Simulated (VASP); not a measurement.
Write the native input for VASP 6.6.1 that does the following.

- Task: single point
- Functional: PBE
- Potentials or basis: VASP PAW PBE potentials, release 64 (Bi_d, Te, O)
- Cutoff: 520 eV
- k mesh: 6 × 6 × 2
- Occupations: gaussian, width 0.1 eV
- Spin: no spin polarisation
- Dipole correction: no
- Further INCAR settings: ALGO = Normal; EDIFF = 1e-06; NBANDS = 36

The structure of Bi2TeO3 lies in POSCAR:

```
Bi2TeO3
1.0
    3.9406022300      0.0000000000      0.0000000000
   -1.9703011100      3.4126616400      0.0000000000
    0.0000000000      0.0000000000      9.5722576000
Bi Te O
2 1 3
Direct
    0.3333333300      0.6666666700      0.6716859900
    0.6666666700      0.3333333300      0.3283140100
    0.0000000000      0.0000000000      0.0000000000
    0.0000000000      0.0000000000      0.5000000000
    0.3333333300      0.6666666700      0.1569260100
    0.6666666700      0.3333333300      0.8430739900
```

The cell was generated, and may not be a known phase.

One way to write it, as run:

INCAR

```
ALGO = Normal
EDIFF = 1E-6
ENCUT = 520
GGA = PE
ISIF = 2
ISMEAR = 0
LASPH = True
LCHARG = False
LREAL = False
LWAVE = False
NBANDS = 36
NELM = 100
PREC = Accurate
SIGMA = 0.1
```

KPOINTS

```
k-points
0
Gamma
  6 6 2
```

Potentials or basis: VASP PAW PBE potentials, release 64 (Bi_d, Te, O).

Launch:

```console
$ cat potpaw_PBE.64/Bi_d/POTCAR potpaw_PBE.64/Te/POTCAR potpaw_PBE.64/O/POTCAR > POTCAR
$ mpirun -np 1 vasp_std > vasp.out
```

It gave:

```json
{"Pressure": "-12.8 GPa", "Largest force": "0.353 eV/Å", "Band gap on the k mesh": "zero (bands 27 and 28 overlap by 0.75 eV)"}
```

Caveat: the cell stands under tension; spin-orbit coupling is left out, which moves the levels of the heavy elements.

Wall time 2.7 min on 1 thread of Oxide Virtual Turin-like Processor, with other jobs on the host, peak memory 0.23 GiB.
